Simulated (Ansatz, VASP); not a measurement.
# AlCo: VASP beside Ansatz

File INCAR:

```
PREC     = Accurate       # precision mode
ENCUT    = 600            # plane-wave cutoff, eV
EDIFF    = 1E-6           # SCF threshold, eV
ISMEAR   = -5             # smearing method
SIGMA    = 0.05           # smearing width, eV
LREAL    = False          # projectors in reciprocal space
LASPH    = True           # aspherical terms in the spheres
NELM     = 200            # most SCF steps
ALGO     = Normal         # electronic algorithm
ISIF     = 2              # what is computed and relaxed
LWAVE    = False          # write WAVECAR
LCHARG   = True           # write CHGCAR
ISPIN    = 2              # spin polarisation
MAGMOM   = 2 0            # initial moments
LORBIT   = 11             # projections on sites
LMAXMIX  = 4              # l up to which the mixer works
LDAU     = True           # DFT+U
LDAUTYPE = 2            
LDAUL    = 2 -1           # shell
LDAUU    = 7 0            # U, eV
LDAUJ    = 0 0          
LDAUPRINT= 1            
GGA      = RP             # functional
IVDW     = 13             # dispersion correction
LELF     = True           # ELF
LVHAR    = True         
NBANDS   = 21             # bands
GGA_COMPAT= False
```

KPOINTS

```
Automatic mesh
0
Gamma
  9 9 9
```

File POSCAR:

```
AlCo
1.0
    2.8194032100      0.0000000000      0.0000000000
    0.0000000000      2.8194032100      0.0000000000
    0.0000000000      0.0000000000      2.8194032100
Co Al
1 1
Direct
    0.5000000000      0.5000000000      0.5000000000
    0.0000000000      0.0000000000      0.0000000000
```

File input.yaml:

```yaml
crystal:
  lattice:
    - [2.81940321, 0.0, 0.0]
    - [0.0, 2.81940321, 0.0]
    - [0.0, 0.0, 2.81940321]
  atoms:
    - { symbol: Co, position: [0.5, 0.5, 0.5], spin: 2.0 }
    - { symbol: Al, position: [0.0, 0.0, 0.0] }
hamiltonian:
  xc: rpbe
  pseudopotentials: { kind: paw }
  dispersion: d4
  hubbard:
    sites: [{ species: Co, l: d, u_eff: 7.0 }]
    projectors: ortho-atomic
magnetization:
  spin_polarized: true
kpoints:
  mp_grid: { grid: [9, 9, 9] }
  band_path:
    path:
      - [[0.0, 0.0, 0.0], [0.0, 0.5, 0.0], [0.5, 0.5, 0.0], [0.0, 0.0, 0.0], [0.5, 0.5, 0.5], [0.0, 0.5, 0.0]]
      - [[0.5, 0.5, 0.0], [0.5, 0.5, 0.5]]
    npoints: 14
scf:
  occupations: { method: tetrahedron }
  n_extra_bands: 6
  mixing: { preconditioner: resta }
output:
  forces: true
  stress: true
  fatbands: false
```

Alike in both runs: functional RPBE; dispersion D4; k mesh 9 × 9 × 9; occupations tetrahedron; collinear spin; Hubbard terms Co d U = 7.0 eV.

|  | VASP | Ansatz |
| --- | --- | --- |
| version | VASP 6.6.1 | Ansatz 0.2.0 |
| potentials or method | VASP PAW PBE potentials, release 64 (Co_sv, Al) | Ansatz PAW |
| plane-wave cutoff (eV) | 600 | 420 |
| valence electrons in the cell | 20 | 20 |
| task | single point | band structure |

```csv
,VASP,Ansatz,Ansatz less VASP
gap on the k mesh at the Fermi level (eV),none,none,-
net moment per atom (μB),0.76,0.81,+0.046
size of the moment on the site where the two differ most (μB),0.03,0.05,+0.018
```

VASP's potentials were made for PBE, not for RPBE. Site moments also hang on the region over which each program counts them. The programs project onto different local orbitals, so the same U acts differently, and such runs can settle in different states. A gap of «none» marks a metal or a gap that the smearing closes.

Noted on Ansatz's run: the magnetic or orbital state may not be the lowest.
